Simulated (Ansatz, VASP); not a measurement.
## One calculation of Al2O3, two programs

```
CELL_PARAMETERS angstrom
2.92759 0.00000 0.00000
-1.46379 2.53537 0.00000
0.00000 0.00000 9.19670
ATOMIC_POSITIONS crystal
Al 0.00000 0.00000 0.14999
Al 0.00000 0.00000 0.85001
O 0.33333 0.66667 0.22232
O 0.66667 0.33333 0.00000
O 0.33333 0.66667 0.77768
```

Change from the starting cell: strain +0.015 along x and y, -0.015 along z, atoms carried along.

Alike in both runs: task single point; functional LDA; k mesh 12 × 12 × 4; occupations gaussian, width 0.05 eV; no spin polarisation.

|  | VASP | Ansatz |
| --- | --- | --- |
| version | VASP 6.6.1 | Ansatz 0.2.0 |
| potentials or method | VASP PAW LDA potentials, release 64 (Al, O), cutoff 520 eV | scalar-relativistic, plane waves, PAW |
| valence electrons in the cell | 24 | 24 |

VASP gave:

| Item | Value |
| --- | --- |
| gap on the k mesh at the Fermi level (eV) | 4.33 |
| least direct gap on the mesh (eV) | 4.57 |
| pressure (GPa) | -9.6 |
| traceless stress, the component that is largest in VASP (GPa) | 6.61 |
| rms of the force components (eV/Å) | 0.279 |

Q: What did Ansatz give for the same quantities?

A: gap on the k mesh at the Fermi level (eV): 4.35; least direct gap on the mesh (eV): 4.59; pressure (GPa): -10.1; traceless stress, the component that is largest in VASP (GPa): 7.07; rms of the force components (eV/Å): 0.285.

LDA's correlation is that of Perdew and Zunger in VASP and of Perdew and Wang (1992) in Ansatz. Atom by atom the forces differ by 0.008 eV/Å (rms over components).
